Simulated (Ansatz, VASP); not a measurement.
# Two plane-wave programs on AlRu

The input INCAR:

```
SYSTEM = AlRu
  PREC = Accurate
  ENCUT = 500
  EDIFF = 1E-7
  ISMEAR = 0
  SIGMA = 0.1
  LREAL = .FALSE.
  LASPH = .TRUE.
  NELM = 120
  ALGO = Normal
  ISIF = 3
  LWAVE = .FALSE.
  LCHARG = .FALSE.
  GGA = PS
  IBRION = 2
  NSW = 100
  EDIFFG = -0.002
  GGA_COMPAT = .FALSE.
  NELMIN = 4
```

File KPOINTS:

```
regular mesh
0
G
  14 14 14
  0 0 0
```

Contents of POSCAR:

```
AlRu
1.0
    2.9824954400      0.0000000000      0.0000000000
    0.0000000000      2.9824954400      0.0000000000
    0.0000000000      0.0000000000      2.9824954400
Al Ru
1 1
Direct
    0.0000000000      0.0000000000      0.0000000000
    0.5000000000      0.5000000000      0.5000000000
```

Input for Ansatz:

```yaml
crystal:
  lattice:
    - [2.98249544, 0.0, 0.0]
    - [0.0, 2.98249544, 0.0]
    - [0.0, 0.0, 2.98249544]
  atoms:
    - { symbol: Al, position: [0.0, 0.0, 0.0] }
    - { symbol: Ru, position: [0.5, 0.5, 0.5] }
basis:
  ecutwfc: 420
kpoints:
  mp_grid: { grid: [14, 14, 14] }
hamiltonian:
  xc: pbesol
  pseudopotentials: { kind: paw, azcp: { folder: soft_1 } }
scf:
  occupations: { method: gaussian, width: 0.1 }
output:
  forces: true
  stress: true
  eigenvalues: true
relax:
  adjacent_minimum: "off"
  f_tol: 0.002
  max_steps: 80
  cell: { stress_tol: 0.02 }
```

Alike in both runs: task relaxation of cell and atoms; functional PBEsol; k mesh 14 × 14 × 14; occupations gaussian, width 0.1 eV; no spin polarisation.

|  | VASP | Ansatz |
| --- | --- | --- |
| version | VASP 6.6.1 | Ansatz 0.2.0 |
| potentials or method | VASP PAW PBE potentials, release 64 (Al, Ru_pv), cutoff 500 eV | scalar-relativistic, plane waves, PAW |
| valence electrons in the cell | 17 | 19 |

|  | VASP | Ansatz | Ansatz less VASP |
| --- | --- | --- | --- |
| gap on the k mesh at the Fermi level, each at its own relaxed structure (eV) | none | none | - |
| relaxed volume (Å³/atom) | 13.19 | 13.18 | -0.006 |
| relaxed cell length with the largest relative difference (Å) | 2.977 | 2.976 | -0.0005 |

VASP's potentials were made for PBE, not for PBEsol, and Ansatz warns of the same on its side. A gap of «none» marks a metal or a gap that the smearing closes. VASP's potentials hold 17 valence electrons a cell and Ansatz's 19, so a difference there can come from the potentials and not from the codes.
